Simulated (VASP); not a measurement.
In3BAs4:

```
CELL_PARAMETERS angstrom
-2.81152 2.81152 5.62305
2.81152 -2.81152 5.62305
2.81152 2.81152 -5.62305
ATOMIC_POSITIONS crystal
B 0.00000 0.00000 0.00000
As 0.37500 0.37500 0.50000
As 0.12500 0.62500 0.00000
As 0.87500 0.87500 0.50000
As 0.62500 0.12500 0.00000
In 0.75000 0.25000 0.50000
In 0.50000 0.50000 0.00000
In 0.25000 0.75000 0.50000
```

| Quantity | Value |
| --- | --- |
| Program | VASP 6.6.1 |
| Task | relaxation of cell and atoms |
| Functional | PBE |
| Potentials or basis | VASP PAW PBE potentials, release 64 (B, As, In_d) |
| Cutoff | 500 eV |
| k mesh | 6 × 6 × 6 |
| Occupations | fermi-dirac, width 0.02 eV |
| Spin | no spin polarisation |

At the start: pressure 15.0 GPa; volume 22.22 Å³/atom.

Problem. How do energy, volume and symmetry change on relaxing?

Solution. Over 16 steps the energy falls by 479.4 meV/atom and the volume is 24.75 Å³/atom (+11.4 %); space group I-42m (No. 121, to 0.1 Å) before and after.

Step by step:
```
step  energy change (eV)  largest force (eV/Å)  pressure (GPa)  volume (Å³)
   1              0.0000                3.7665           14.97       177.79
   2             -2.1958                1.1640           -6.47       236.75
   3             -2.4782                1.6741           -3.27       218.43
   4             -3.2273                1.3233           -2.56       210.15
   5             -3.7654                0.6100            1.39       194.16
   6             -3.8083                0.3298           -0.26       198.79
   7             -3.8189                0.2462            0.17       197.44
   8             -3.8187                0.2493            0.30       197.04
   9             -3.8311                0.1335           -0.03       198.15
  10             -3.8329                0.1018           -0.21       198.80
  11             -3.8351                0.0254            0.13       197.64
  12             -3.8351                0.0296            0.09       197.75
  13             -3.8354                0.0132           -0.04       198.18
  14             -3.8354                0.0113           -0.02       198.10
  15             -3.8354                0.0055            0.00       198.04
  16             -3.8354                0.0036            0.01       198.02
```

Final structure:
```
B As In
1.0
    -2.92986    2.92986    5.76706
     2.92986   -2.92986    5.76706
     2.92986    2.92986   -5.76706
B As In
1 4 3
Direct
  0.00000 0.00000 0.00000
  0.31689 0.31689 0.41519
  0.09830 0.68311 0.00000
  0.90170 0.90170 0.58481
  0.68311 0.09830 0.00000
  0.75000 0.25000 0.50000
  0.50000 0.50000 0.00000
  0.25000 0.75000 0.50000
```
